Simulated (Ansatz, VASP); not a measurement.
**One calculation of Ge, two programs**

```
CELL_PARAMETERS angstrom
3.99801 0.00000 0.00000
1.99900 3.46238 0.00000
1.99900 1.15413 3.26436
ATOMIC_POSITIONS crystal
Ge 0.00000 0.00000 0.00000
Ge 0.25000 0.25000 0.25000
```

Alike in both runs: functional r2SCAN; dispersion D4; k mesh 6 × 6 × 6; no spin polarisation.

Ansatz relaxed the structure, and its values are those at the end. VASP's run is a single point on that final structure, the one shown.

```csv
,VASP,Ansatz
version,VASP 6.6.1,Ansatz 0.2.0
potentials or method,"VASP PAW PBE potentials, release 64 (Ge_d)","plane waves, PAW"
plane-wave cutoff (eV),550,500
occupations,"gaussian, width 0.01 eV",fixed
valence electrons in the cell,28,28
```

VASP gave:

| Property | Result |
| --- | --- |
| pressure (GPa) | 0.1 |

Which values does Ansatz return?

Pressure (GPa): 0.0.

VASP's potentials were made for PBE, not for r2SCAN.
